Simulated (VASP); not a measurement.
Write the native input for VASP 6.6.1 that does the following.

```
Task                   : single point
Functional             : r2SCAN
Potentials or basis    : VASP PAW PBE potentials, release 64 (K_sv, I)
Cutoff                 : 520 eV
k mesh                 : 4 × 4 × 4
Occupations            : gaussian, width 0.01 eV
Spin                   : no spin polarisation
Dipole correction      : no
Further INCAR settings : ALGO = Normal; EDIFF = 1e-06; NBANDS = 15
```

Crystal: KI.

```
CELL_PARAMETERS angstrom
0.00000 3.54429 3.54429
3.54429 0.00000 3.54429
3.54429 3.54429 0.00000
ATOMIC_POSITIONS crystal
K 0.00000 0.00000 0.00000
I 0.50000 0.50000 0.50000
```

The input as run:

POSCAR

```
KI
1.0
    0.0000000000      3.5442850250      3.5442850250
    3.5442850250      0.0000000000      3.5442850250
    3.5442850250      3.5442850250      0.0000000000
K I
1 1
Direct
    0.0000000000      0.0000000000      0.0000000000
    0.5000000000      0.5000000000      0.5000000000
```

INCAR.step1

```
SYSTEM = KI
ALGO     = Normal         ! electronic algorithm
EDIFF    = 1E-4           ! SCF threshold, eV
ENCUT    = 520            ! plane-wave cutoff, eV
GGA      = PE             ! functional
ISMEAR   = 0              ! smearing method
LASPH    = .TRUE.         ! aspherical terms in the spheres
LCHARG   = .FALSE.        ! write CHGCAR
LREAL    = .FALSE.        ! projectors in reciprocal space
LWAVE    = .TRUE.         ! write WAVECAR
NBANDS   = 15             ! bands
NELM     = 80             ! most SCF steps
PREC     = Accurate       ! precision mode
SIGMA    = 0.01           ! smearing width, eV
```

INCAR.step2

```
SYSTEM = KI
ALGO     = Normal         ! electronic algorithm
EDIFF    = 1E-6           ! SCF threshold, eV
ENCUT    = 520            ! plane-wave cutoff, eV
ISIF     = 2              ! what is computed and relaxed
ISMEAR   = 0              ! smearing method
ISTART   = 1            
LASPH    = .TRUE.         ! aspherical terms in the spheres
LCHARG   = .FALSE.        ! write CHGCAR
LMIXTAU  = .TRUE.       
LREAL    = .FALSE.        ! projectors in reciprocal space
LWAVE    = .FALSE.        ! write WAVECAR
METAGGA  = R2SCAN         ! meta-GGA
NBANDS   = 15             ! bands
NELM     = 80             ! most SCF steps
PREC     = Accurate       ! precision mode
SIGMA    = 0.01           ! smearing width, eV
```

KPOINTS

```
k-points
0
G
  4 4 4
  0 0 0
```

Potentials or basis: VASP PAW PBE potentials, release 64 (K_sv, I).

Run with:

```sh
$ cat potpaw_PBE.64/K_sv/POTCAR potpaw_PBE.64/I/POTCAR > POTCAR
$ cp INCAR.step1 INCAR
$ mpirun -np 1 vasp_std > vasp.out
$ cp INCAR.step2 INCAR
$ mpirun -np 1 vasp_std > vasp.out
```

Results of the run:

```yaml
Pressure: 0.0 GPa
Band_gap_on_the_k_mesh: 4.58 eV, direct
```

Caveat: the PAW data sets were made with another functional, which shifts forces and pressure a little; spin-orbit coupling is left out, which moves the levels of the heavy elements.

Wall time 43 s on 1 thread of Intel(R) Xeon(R) Platinum 8488C (Sapphire Rapids), on a shared host, peak memory 0.26 GiB.
